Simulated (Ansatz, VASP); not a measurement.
Two plane-wave programs on InSb

The input INCAR:

```
SYSTEM = InSb
PREC = Accurate ; ENCUT = 520
EDIFF = 1E-7 ; ISMEAR = 0
SIGMA = 0.1 ; LREAL = .False.
LASPH = .True. ; NELM = 80
ALGO = Normal ; ISIF = 2
LWAVE = .False. ; LCHARG = .True.
GGA = PE ; LELF = .True.
LVHAR = .True. ; NBANDS = 16
```

File KPOINTS:

```
regular mesh
0
Gamma
  14 14 14
  0 0 0
```

Contents of POSCAR:

```
InSb
1.0
    0.0000000000      3.3502549080      3.3502549080
    3.3502549080      0.0000000000      3.3502549080
    3.3502549080      3.3502549080      0.0000000000
In Sb
1 1
Direct
    0.0000000000      0.0000000000      0.0000000000
    0.2500000000      0.2500000000      0.2500000000
```

Input for Ansatz:

```yaml
crystal:
  lattice:
    - [0.0, 3.350254908, 3.350254908]
    - [3.350254908, 0.0, 3.350254908]
    - [3.350254908, 3.350254908, 0.0]
  atoms:
    - { symbol: In, position: [0.0, 0.0, 0.0] }
    - { symbol: Sb, position: [0.25, 0.25, 0.25] }
basis:
  ecutwfc: 420
kpoints:
  mp_grid: { grid: [14, 14, 14] }
hamiltonian:
  xc: pbe
scf:
  occupations: { method: gaussian, width: 0.1 }
output:
  forces: true
  stress: true
  eigenvalues: true
```

Alike in both runs: task single point; functional PBE; k mesh 14 × 14 × 14; occupations gaussian, width 0.1 eV; no spin polarisation.

|  | VASP | Ansatz |
| --- | --- | --- |
| version | VASP 6.6.1 | Ansatz 0.2.0 |
| potentials or method | VASP PAW PBE potentials, release 64 (In_d, Sb), cutoff 520 eV | scalar-relativistic, plane waves, PAW |
| valence electrons in the cell | 18 | 28 |

|  | VASP | Ansatz | Ansatz less VASP |
| --- | --- | --- | --- |
| gap on the k mesh at the Fermi level (eV) | none | none | - |
| pressure (GPa) | -1.0 | -1.0 | +0.02 |

A gap of «none» marks a metal or a gap that the smearing closes. The functional is the same, so the differences come from potentials, cutoffs and numerics. VASP's potentials hold 18 valence electrons a cell and Ansatz's 28, so a difference there can come from the potentials and not from the codes.

Neither program's run includes spin-orbit coupling.
